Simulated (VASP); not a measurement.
Runs of VASP 6.6.1 on BN. The structure is that of space group P6_3/mmc (No. 194), or close to it. The cells are those of the table. 

| level | cell | gap on the mesh (eV) | pressure (GPa) |
| --- | --- | --- | --- |
| PBE | a = 2.475, b = 2.475, c = 3.982 Å, angles 90.0, 90.0, 120.0°, 4 atoms | 1.70 | 11.8 |
| r2SCAN | a = 2.440, b = 2.440, c = 3.919 Å, angles 90.0, 90.0, 120.0°, 4 atoms | 2.25 | 27.8 |
| r2SCAN | a = 2.466, b = 2.466, c = 3.961 Å, angles 90.0, 90.0, 120.0°, 4 atoms | (a) | 13.1 |
| r2SCAN | a = 2.516, b = 2.516, c = 4.041 Å, angles 90.0, 90.0, 120.0°, 4 atoms | 1.67 | -10.7 |
| PBE | a = 2.525, b = 2.525, c = 4.062 Å, angles 90.0, 90.0, 120.0°, 4 atoms | (b) | -10.6 |

Alike in all rows: task single point; potentials or basis VASP PAW PBE potentials, release 64 (B, N); no spin polarisation; k mesh 9 × 9 × 6; cutoff (eV) 520; smearing gaussian 0.01 eV.

**Question.** Estimate the missing entries.

**Answer.** (a) 2.05; (b) 1.35.

Caveats: the PAW data sets were made with another functional, which shifts forces and pressure a little (some runs).

A k mesh can miss the band edges.
